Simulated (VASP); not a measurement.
Runs of VASP 6.6.1 on Re. The structure is that of space group P6_3/mmc (No. 194), or close to it. The cells are those of the table. 

| task | cell | k mesh | cutoff (eV) | gap on the mesh (eV) | pressure (GPa) |
| --- | --- | --- | --- | --- | --- |
| single point | a = 2.761, b = 2.761, c = 4.458 Å, angles 90.0, 90.0, 120.0°, 2 atoms | 6 × 6 × 4 | 600 | none | 6.1 |
| relaxation of shape and atoms at fixed volume | relaxed from a = 2.747, b = 2.747, c = 4.439 Å, angles 90.0, 90.0, 120.0°, 2 atoms | 18 × 18 × 10 | 600 | none | 11.7 |
| relaxation of shape and atoms at fixed volume | relaxed from a = 2.718, b = 2.718, c = 4.393 Å, angles 90.0, 90.0, 120.0°, 2 atoms | 18 × 18 × 10 | 600 | none | 25.9 |
| relaxation of cell and atoms | relaxed from a = 2.761, b = 2.761, c = 4.458 Å, angles 90.0, 90.0, 120.0°, 2 atoms | 18 × 18 × 10 | 600 | none | 0.0 |
| relaxation of shape and atoms at fixed volume | relaxed from a = 2.802, b = 2.802, c = 4.529 Å, angles 90.0, 90.0, 120.0°, 2 atoms | 18 × 18 × 10 | 600 | none | -10.7 |
| single point | a = 2.775, b = 2.775, c = 4.484 Å, angles 90.0, 90.0, 120.0°, 2 atoms | 18 × 18 × 10 | 520 | none | (a) |
| relaxation of shape and atoms at fixed volume | relaxed from a = 2.829, b = 2.829, c = 4.572 Å, angles 90.0, 90.0, 120.0°, 2 atoms | 18 × 18 × 10 | 600 | none | -19.3 |

Alike in all rows: level PBE; potentials or basis VASP PAW PBE potentials, release 64 (Re); no spin polarisation; smearing gaussian 0.1 eV.

Fill in the values left out.

(a) -0.5.

Caveats: some runs use coarse meshes; spin-orbit coupling is left out, which moves the levels of the heavy elements; the relaxation stopped at its first step, so nothing moved (some runs).

A k mesh can miss the band edges, and the runs leave out spin-orbit coupling on Re.

A gap of «none» marks levels without a gap at the run's occupations.
